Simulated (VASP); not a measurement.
**Al: single point with PBE**

Al:

```
Al
1.0
     2.08143    2.08143    0.00000
    -2.08143    2.08143    0.00000
     0.00000    0.00000    3.96887
Al
2
Direct
  0.00000 0.00000 0.00000
  0.50000 0.50000 0.50000
```

This cell differs from its parent crystal: biaxial strain in the a-b plane: +3.0 %.

```yaml
Program: VASP 6.6.1
Task: single point
Functional: PBE
Potentials_or_basis: VASP PAW PBE potentials, release 64 (Al)
Cutoff: 520 eV
k_mesh: 18 × 18 × 14
Occupations: gaussian, width 0.1 eV
Spin: no spin polarisation
Dipole_correction: no
Further_INCAR_settings: ALGO = Fast; EDIFF = 1e-06; NBANDS = 10
```

- Pressure: -2.8 GPa
- Band gap on the k mesh: zero (band 3 reaches 14.44 eV, above the bottom of band 4 at 3.26 eV)

Stress tensor (GPa, compression positive):
```
-3.09  0.00  0.00
 0.00 -3.09  0.00
 0.00  0.00 -2.26
```

Levels at points of the mesh, in eV from the Fermi level:
| k point | band 1 | band 2 | band 3 | band 4 | band 5 | band 6 |
| --- | --- | --- | --- | --- | --- | --- |
| (0.00, 0.00, 0.00) | -10.86 | -2.36 | -0.94 | 4.84 | 4.84 | 4.90 |
| (0.50, 0.00, 0.00) | -6.64 | -6.64 | 1.56 | 1.56 | 3.16 | 3.16 |
| (0.50, 0.50, 0.00) | -3.04 | -3.04 | -1.92 | -1.92 | 5.45 | 5.45 |
| (0.00, 0.00, 0.50) | -8.53 | -8.53 | 6.86 | 6.86 | 6.86 | 6.86 |
| (0.50, 0.00, 0.50) | -4.43 | -4.43 | -4.32 | -4.32 | 10.43 | 10.43 |
| (0.50, 0.50, 0.50) | -0.88 | -0.88 | -0.88 | -0.88 | 0.06 | 0.06 |

It took 43 s on 1 thread of Intel(R) Xeon(R) Platinum 8488C (Sapphire Rapids), with other jobs on the host, peak memory 0.23 GiB.

Caveat: the cell differs from its parent crystal (biaxial strain in the a-b plane: +3.0 %).
